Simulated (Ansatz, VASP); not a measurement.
One calculation of As, two programs

Contents of INCAR:

```
PREC = Accurate
ENCUT = 520
EDIFF = 1E-6
ISMEAR = -1
SIGMA = 0.05
LREAL = F
LASPH = T
NELM = 60
ALGO = Normal
ISIF = 2
LWAVE = F
LCHARG = F
GGA = PS
NBANDS = 18
```

The input KPOINTS:

```
Automatic mesh
0
Gamma
  8 8 6
```

The input POSCAR:

```
As
1.0
    1.8250000000     -5.5000000000      0.0000000000
    1.8250000000      5.5000000000      0.0000000000
    0.0000000000      0.0000000000      4.2912000000
As
4
Direct
    0.3900000000      0.6100000000      0.5600000000
    0.8900000000      0.1100000000      0.9400000000
    0.6100000000      0.3900000000      0.4400000000
    0.1100000000      0.8900000000      0.0600000000
```

input.yaml

```yaml
crystal:
  lattice:
    - [1.825, -5.5, 0.0]
    - [1.825, 5.5, 0.0]
    - [0.0, 0.0, 4.2912]
  atoms:
    - { symbol: As, position: [0.39, 0.61, 0.56] }
    - { symbol: As, position: [0.89, 0.11, 0.94] }
    - { symbol: As, position: [0.61, 0.39, 0.44] }
    - { symbol: As, position: [0.11, 0.89, 0.06] }
kpoints:
  mp_grid: { grid: [8, 8, 6] }
  band_path:
    path:
      - [0.0, 0.0, 0.0]
      - [0.2775258264, 0.2775258264, 0.0]
      - [0.0, 0.5, 0.0]
      - [0.0, 0.5, 0.5]
      - [0.2775258264, 0.2775258264, 0.5]
      - [0.0, 0.0, 0.5]
      - [0.0, 0.0, 0.0]
      - [-0.5, 0.5, 0.0]
    npoints: 8
scf:
  occupations: { method: fermi_dirac, width: 0.05 }
hamiltonian:
  xc: pbesol
  pseudopotentials: { kind: all_electron, lapw: { basis_error: 0.002 } }
output:
  forces: true
  stress: true
  eigenvalues: true
```

Change from the starting cell: strain_z = -0.04.

Alike in both runs: functional PBEsol; k mesh 8 × 8 × 6; occupations fermi-dirac, width 0.05 eV; no spin polarisation.

|  | VASP | Ansatz |
| --- | --- | --- |
| version | VASP 6.6.1 | Ansatz 0.2.0 |
| potentials or method | VASP PAW PBE potentials, release 64 (As), cutoff 520 eV | all-electron LAPW, scalar-relativistic |
| task | single point | band structure |

|  | VASP | Ansatz | Ansatz less VASP |
| --- | --- | --- | --- |
| gap on the k mesh at the Fermi level (eV) | none | none | - |
| pressure (GPa) | 3.1 | 2.6 | -0.50 |
| traceless stress, the component that is largest in VASP (GPa) | -1.79 | -1.81 | -0.022 |
| rms of the force components (eV/Å) | 0.299 | 0.249 | -0.0493 |

VASP's potentials were made for PBE, not for PBEsol. Atom by atom the forces differ by 0.052 eV/Å (rms over components). A gap of «none» marks a metal or a gap that the smearing closes. Ansatz ran all-electron here, and VASP with PAW potentials.
